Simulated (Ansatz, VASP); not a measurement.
# One calculation of C, two programs

```
C
1.0
     0.00000    1.83199    1.76577
     1.69955    0.00000    1.76577
     1.69955    1.83199    0.00000
C
2
Direct
  0.50000 0.50000 0.50000
  0.75000 0.75000 0.75000
```

Change from the starting cell: strain +e along x and -e along y -0.0375, strain +e along z and -e/2 along x and y +0.0000.

Alike in both runs: task single point; functional LDA; k mesh 12 × 12 × 12; occupations gaussian, width 0.05 eV; no spin polarisation.

|  | VASP | Ansatz |
| --- | --- | --- |
| version | VASP 6.6.1 | Ansatz 0.2.0 |
| potentials or method | VASP PAW LDA potentials, release 64 (C_h), cutoff 910 eV | scalar-relativistic, plane waves, PAW |
| valence electrons in the cell | 8 | 8 |

```csv
,VASP,Ansatz,Ansatz less VASP
gap on the k mesh at the Fermi level (eV),2.78,2.79,+0.005
least direct gap on the mesh (eV),4.65,4.65,-0.003
```

Ansatz warns that its potentials were made for another functional, while VASP's fit it. LDA's correlation is that of Perdew and Zunger in VASP and of Perdew and Wang (1992) in Ansatz.

Noted on VASP's run: the cutoff is short for stress, so the pressure is rough.
